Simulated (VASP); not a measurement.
A run of VASP 6.6.1 is set up as follows.

Contents of INCAR:

```
SYSTEM = Cu
PREC     = Accurate       ! precision mode
ENCUT    = 520            ! plane-wave cutoff, eV
EDIFF    = 1E-7           ! SCF threshold, eV
ISMEAR   = -1             ! smearing method
SIGMA    = 0.08           ! smearing width, eV
LREAL    = .False.        ! projectors in reciprocal space
LASPH    = .True.         ! aspherical terms in the spheres
NELM     = 80             ! most SCF steps
ALGO     = Normal         ! electronic algorithm
ISIF     = 2              ! what is computed and relaxed
LWAVE    = .False.        ! write WAVECAR
LCHARG   = .False.        ! write CHGCAR
GGA      = PS             ! functional
NBANDS   = 12             ! bands
```

File KPOINTS:

```
Automatic mesh
0
Gamma
  19 19 19
  0 0 0
```

POSCAR

```
Cu
1.0
    0.0000000000      1.8436500000      1.8075000000
    1.8436500000      0.0000000000      1.8075000000
    1.8436500000      1.8436500000      0.0000000000
Cu
1
Direct
    0.0000000000      0.0000000000      0.0000000000
```

Potentials or basis: VASP PAW PBE potentials, release 64 (Cu).

Run with:

```console
$ cat potpaw_PBE.64/Cu/POTCAR > POTCAR
$ mpirun -np 1 vasp_std > vasp.out
```

**Question.** What does it give for the pressure?

**Answer.** -10.6 GPa.

Stress tensor (GPa, compression positive):
```
-10.87   0.00   0.00
  0.00 -10.87   0.00
  0.00   0.00 -10.18
```

Caveat: the cell differs from its parent crystal (equal xx and yy strain of +2 %); the PAW data sets were made with another functional, which shifts forces and pressure a little.
